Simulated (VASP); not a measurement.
## Sr2MgTe3: single point with PBE

Sr2MgTe3:

```
CELL_PARAMETERS angstrom
-2.31814 2.31814 9.63836
2.31814 -2.31814 9.63836
2.31814 2.31814 -9.63836
ATOMIC_POSITIONS crystal
Mg 0.00000 0.00000 0.00000
Te 0.84286 0.84286 0.00000
Te 0.15714 0.15714 0.00000
Te 0.50000 0.50000 0.00000
Sr 0.33378 0.33378 0.00000
Sr 0.66622 0.66622 0.00000
```

```
Program             : VASP 6.6.1
Task                : single point
Functional          : PBE
Potentials or basis : VASP PAW PBE potentials, release 64 (Mg, Te, Sr_sv)
Cutoff              : 520 eV
k mesh              : 6 × 6 × 6
Occupations         : gaussian, width 0.01 eV
Spin                : no spin polarisation
```

```
Pressure               : 0.1 GPa
Largest force          : 0.011 eV/Å
Band gap on the k mesh : 1.39 eV
```

Forces on the atoms (eV/Å):
```
Mg   0.000  0.000  0.000
Te   0.000  0.000  0.011
Te   0.000  0.000 -0.011
Te   0.000  0.000  0.000
Sr   0.000  0.000 -0.005
Sr   0.000  0.000  0.005
```

Levels at points of the mesh, in eV from the valence-band top:
| k point | band 17 | band 18 | band 19 | band 20 | band 21 | band 22 | band 23 | band 24 |
| --- | --- | --- | --- | --- | --- | --- | --- | --- |
| (0.00, 0.00, 0.00) | -0.72 | -0.10 | 0.00 | 0.00 | 1.39 | 1.76 | 2.39 | 3.52 |
| (0.50, 0.00, 0.00) | -1.29 | -0.98 | -0.78 | -0.32 | 3.09 | 3.27 | 4.06 | 4.23 |
| (0.50, 0.50, 0.00) | -1.50 | -1.41 | -0.93 | -0.88 | 1.63 | 1.87 | 2.67 | 3.90 |
| (0.50, 0.50, 0.50) | -0.49 | -0.49 | -0.27 | -0.27 | 1.69 | 1.80 | 2.55 | 3.60 |

Wall time 19 min on 1 thread of Intel(R) Xeon(R) Platinum 8259CL CPU @ 2.50GHz (Skylake/Cascade Lake) (shared host), peak memory 1 GiB.

Caveat: spin-orbit coupling is left out, which moves the levels of the heavy elements. A k mesh can miss the band edges.
